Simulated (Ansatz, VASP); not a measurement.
# SiC: VASP beside Ansatz

File INCAR:

```
PREC = Accurate
ENCUT = 600
EDIFF = 1E-6
ISMEAR = 0
SIGMA = 0.02
LREAL = F
LASPH = T
NELM = 80
ALGO = Normal
ISIF = 3
LWAVE = F
LCHARG = F
GGA = PS
IBRION = 2
NSW = 100
EDIFFG = -0.005
```

Contents of KPOINTS:

```
regular mesh
0
Gamma
  12 12 4
```

File POSCAR:

```
SiC
1.0
    3.0756941500      0.0000000000      0.0000000000
   -1.5378470700      2.6636292700      0.0000000000
    0.0000000000      0.0000000000     10.0706464800
Si C
4 4
Direct
    0.6666666700      0.3333333300      0.9378419800
    0.3333333300      0.6666666700      0.4378419800
    0.0000000000      0.0000000000      0.6878943800
    0.0000000000      0.0000000000      0.1878943800
    0.6666666700      0.3333333300      0.7498025900
    0.3333333300      0.6666666700      0.2498025900
    0.0000000000      0.0000000000      0.5004600500
    0.0000000000      0.0000000000      0.0004600500
```

Input for Ansatz:

```yaml
crystal:
  lattice:
    - [3.07569415, 0.0, 0.0]
    - [-1.53784707, 2.66362927, 0.0]
    - [0.0, 0.0, 10.07064648]
  atoms:
    - { symbol: Si, position: [0.66666667, 0.33333333, 0.93784198] }
    - { symbol: Si, position: [0.33333333, 0.66666667, 0.43784198] }
    - { symbol: Si, position: [0.0, 0.0, 0.68789438] }
    - { symbol: Si, position: [0.0, 0.0, 0.18789438] }
    - { symbol: C, position: [0.66666667, 0.33333333, 0.74980259] }
    - { symbol: C, position: [0.33333333, 0.66666667, 0.24980259] }
    - { symbol: C, position: [0.0, 0.0, 0.50046005] }
    - { symbol: C, position: [0.0, 0.0, 0.00046005] }
basis:
  ecutwfc: 420
kpoints:
  mp_grid: { grid: [12, 12, 4] }
hamiltonian:
  xc: pbesol
scf:
  occupations: { method: gaussian, width: 0.02 }
output:
  forces: true
  stress: true
  eigenvalues: true
  write_density: true
  write_potential: true
  elf: true
  volumetric_format: npy
relax:
  adjacent_minimum: "off"
  f_tol: 0.005
  max_steps: 80
  cell: { stress_tol: 0.05 }
```

Alike in both runs: task relaxation of cell and atoms; functional PBEsol; k mesh 12 × 12 × 4; occupations gaussian, width 0.02 eV; no spin polarisation.

```csv
,VASP,Ansatz
version,VASP 6.6.1,Ansatz 0.2.0
potentials or method,"VASP PAW PBE potentials, release 64 (Si, C), cutoff 600 eV","scalar-relativistic, plane waves, PAW"
valence electrons in the cell,32,32
```

Ansatz gave:

```
gap on the k mesh at the Fermi level, each at its own relaxed structure (eV) : 2.12
relaxed volume (Å³/atom)                                                     : 10.33
relaxed length of the cell vector where the two differ most in proportion (Å)              : 10.076
```

Which values does VASP return?

gap on the k mesh at the Fermi level, each at its own relaxed structure (eV): 2.11; relaxed volume (Å³/atom): 10.34; relaxed length of the cell vector where the two differ most in proportion (Å): 10.080.

VASP's potentials were made for PBE, not for PBEsol.
